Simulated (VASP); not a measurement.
The system is TaN.

```
CELL_PARAMETERS angstrom
2.93800 0.00000 0.00000
-1.46900 2.54438 0.00000
0.00000 0.00000 2.88300
ATOMIC_POSITIONS crystal
Ta 0.33333 0.66667 0.50000
N 0.00000 0.00000 0.00000
```

```yaml
Program: VASP 6.6.1
Task: relaxation of cell and atoms
Functional: LDA
Potentials_or_basis: VASP PAW LDA potentials, release 64 (Ta_sv_GW, N)
Cutoff: 700 eV
k_mesh: 10 × 10 × 9
Occupations: fermi-dirac, width 0.05 eV
Spin: no spin polarisation
```

At the start: pressure -10.6 GPa; volume 10.78 Å³/atom.

**Question.** Where does the relaxation end?

**Answer.** Over 7 steps the energy falls by 10.6 meV/atom and the volume is 10.47 Å³/atom (-2.9 %); space group P-6m2 (No. 187, to 0.1 Å) before and after.

The path:
```tsv
step	energy change (eV)	largest force (eV/Å)	pressure (GPa)	volume (Å³)
1	0.0000	0.0000	-10.57	21.55
2	0.1318	0.0000	34.19	19.41
3	-0.0211	0.0000	-0.36	20.95
4	-0.0211	0.0000	-0.05	20.93
5	-0.0211	0.0000	0.18	20.92
6	-0.0211	0.0000	-0.43	20.95
7	-0.0212	0.0000	-0.10	20.93
```

Final structure:
```
Ta N
1.0
     2.91011    0.00000    0.00000
    -1.45505    2.52023    0.00000
     0.00000    0.00000    2.85421
Ta N
1 1
Direct
  0.33333 0.66667 0.50000
  0.00000 0.00000 0.00000
```
